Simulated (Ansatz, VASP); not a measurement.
## Co: VASP beside Ansatz

The input INCAR:

```
PREC = Accurate ; ENCUT = 520
EDIFF = 1E-6 ; ISMEAR = 0
SIGMA = 0.05 ; LREAL = F
LASPH = T ; NELM = 150
ALGO = Fast ; ISIF = 2
LWAVE = F ; LCHARG = F
ISPIN = 2 ; MAGMOM = 1.5 -1.5
LORBIT = 11 ; LMAXMIX = 4
GGA = PE ; NBANDS = 20
```

The input KPOINTS:

```
Automatic mesh
0
Gamma
  20 20 12
```

Contents of POSCAR:

```
Co
1.0
    2.4937131675      0.0000000000      0.0000000000
   -1.2468565838      2.1596189528      0.0000000000
    0.0000000000      0.0000000000      4.0300901878
Co
2
Direct
    0.3333333333      0.6666666667      0.2500000000
    0.6666666667      0.3333333333      0.7500000000
```

Input for Ansatz:

```yaml
crystal:
  lattice:
    - [2.4937131675, 0.0, 0.0]
    - [-1.2468565838, 2.1596189528, 0.0]
    - [0.0, 0.0, 4.0300901878]
  atoms:
    - { symbol: Co, position: [0.3333333333, 0.6666666667, 0.25], spin: 1.5 }
    - { symbol: Co, position: [0.6666666667, 0.3333333333, 0.75], spin: -1.5 }
basis:
  ecutwfc: 420
  ecutrho_ratio: 4
kpoints:
  mp_grid: { grid: [20, 20, 12] }
hamiltonian:
  xc: pbe
scf:
  occupations: { method: gaussian, width: 0.05 }
  lower_state_search: "off"
output:
  forces: true
  stress: true
  eigenvalues: true
  populations: true
magnetization:
  spin_polarized: true
```

Alike in both runs: task single point; functional PBE; k mesh 20 × 20 × 12; occupations gaussian, width 0.05 eV; collinear spin.

|  | VASP | Ansatz |
| --- | --- | --- |
| version | VASP 6.6.1 | Ansatz 0.2.0 |
| potentials or method | VASP PAW PBE potentials, release 64 (Co), cutoff 520 eV | scalar-relativistic, plane waves, PAW |
| valence electrons in the cell | 18 | 34 |

VASP gave:

| Item | Value |
| --- | --- |
| gap on the k mesh at the Fermi level (eV) | none |
| pressure (GPa) | -7.3 |
| traceless stress, the component that is largest in VASP (GPa) | 0.20 |
| net moment per atom (μB) | 0.00 |
| size of the moment on the site where the two differ most (μB) | 0.93 |

Problem. Which values does Ansatz return?

Solution. gap on the k mesh at the Fermi level (eV): none; pressure (GPa): -6.7; traceless stress, the component that is largest in VASP (GPa): 0.26; net moment per atom (μB): 0.00; size of the moment on the site where the two differ most (μB): 0.93.

Site moments also hang on the region over which each program counts them. A gap of «none» marks a metal or a gap that the smearing closes. VASP's potentials hold 18 valence electrons a cell and Ansatz's 34, so a difference there can come from the potentials and not from the codes. Ansatz's warnings: negative dielectric reading.
